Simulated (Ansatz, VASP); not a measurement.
Two plane-wave programs on CsSnI3

```
Cs Sn I
1.0
     6.23620    0.00000    0.00000
     0.00000    6.23620    0.00000
     0.00000    0.00000    6.23620
Cs Sn I
1 1 3
Direct
  0.00000 0.00000 0.00000
  0.50000 0.50000 0.50000
  0.00000 0.50000 0.50000
  0.50000 0.00000 0.50000
  0.50000 0.50000 0.00000
```

Alike in both runs: task single point; functional PBE; k mesh 4 × 4 × 4; no spin polarisation.

|  | VASP | Ansatz |
| --- | --- | --- |
| version | VASP 6.6.1 | Ansatz 0.2.0 |
| potentials or method | VASP PAW PBE potentials, release 64 (Cs_sv, Sn_d, I) | plane waves, PAW |
| plane-wave cutoff (eV) | 520 | 420 |
| occupations | gaussian, width 0.01 eV | fixed |
| valence electrons in the cell | 44 | 74 |

```csv
,VASP,Ansatz,Ansatz less VASP
gap on the k mesh at the Fermi level (eV),0.37,0.37,+0.006
pressure (GPa),0.5,0.5,0.00
```

VASP's potentials hold 44 valence electrons a cell and Ansatz's 74, so a difference there can come from the potentials and not from the codes.

Spin-orbit coupling is off throughout.
